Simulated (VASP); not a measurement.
A run of VASP 6.6.1:

Contents of INCAR:

```
SYSTEM = Ti5B7N12
  PREC = Accurate
  ENCUT = 520
  EDIFF = 1E-6
  ISMEAR = -1
  SIGMA = 0.3447
  LREAL = .False.
  LASPH = .True.
  NELM = 120
  ALGO = Normal
  ISIF = 2
  LWAVE = .False.
  LCHARG = .True.
  GGA = PE
  LELF = .True.
  LVHAR = .True.
  NBANDS = 88
  ISYM = 0
  GGA_COMPAT = .False.
```

File KPOINTS:

```
Automatic mesh
0
Gamma
  1 1 1
  0.25 0.25 0.25
```

Contents of POSCAR:

```
Ti5B7N12
1.0
    6.0637790000     -0.1437410000      0.1403350000
   -0.1437410000      6.1871700000     -0.0470690000
    0.1403350000     -0.0470690000      6.1640550000
Ti N B
5 12 7
Direct
    0.1437798491      0.2300571427      0.2653252144
    0.5713638177      0.2747809746      0.6539165086
    0.4351298044      0.8637848410      0.4158928737
    0.3036677665      0.6118194559      0.7558578750
    0.7397536715      0.5612868013      0.2174664043
    0.0219987821      0.7360993201      0.6062058596
    0.6015583310      0.8604127916      0.1479660842
    0.2193889900      0.2200580537      0.9394164975
    0.5920149128      0.5268148925      0.8614052336
    0.4059611363      0.1840973773      0.4103233543
    0.0027089342      0.5538745300      0.9809320588
    0.4670693244      0.9176994193      0.6823876523
    0.4452971913      0.1734806310      0.9616455042
    0.8897357684      0.3663291839      0.4860402250
    0.2770351414      0.5598866841      0.3974332772
    0.7951856482      0.0548021337      0.6441891099
    0.9925211982      0.9830847900      0.2864673264
    0.8422666412      0.5837624871      0.8012173200
    0.0535941479      0.5376459895      0.5317397921
    0.8131511652      0.9783898033      0.0915863439
    0.9238056831      0.9589896407      0.4987610287
    1.0061820589      0.1332633386      0.9164910133
   -0.0747768232     -0.0715020762      0.7988908720
    0.4884729235      0.9301897826      0.9342185064
```

Potentials or basis: VASP PAW PBE potentials, release 64 (Ti_sv, N, B).

The run is started by

```bash
$ cat potpaw_PBE.64/Ti_sv/POTCAR potpaw_PBE.64/N/POTCAR potpaw_PBE.64/B/POTCAR > POTCAR
$ mpirun -np 1 vasp_std > vasp.out
```

Hardware: 1 thread of Intel Xeon 8259CL (shared host).

Problem. Estimate the wall time of this run.

Solution. Wall time 2.2 min on 1 thread of Intel Xeon 8259CL, with other jobs on the host, peak memory 0.31 GiB. Counts: scf iterations 22, k points 1.
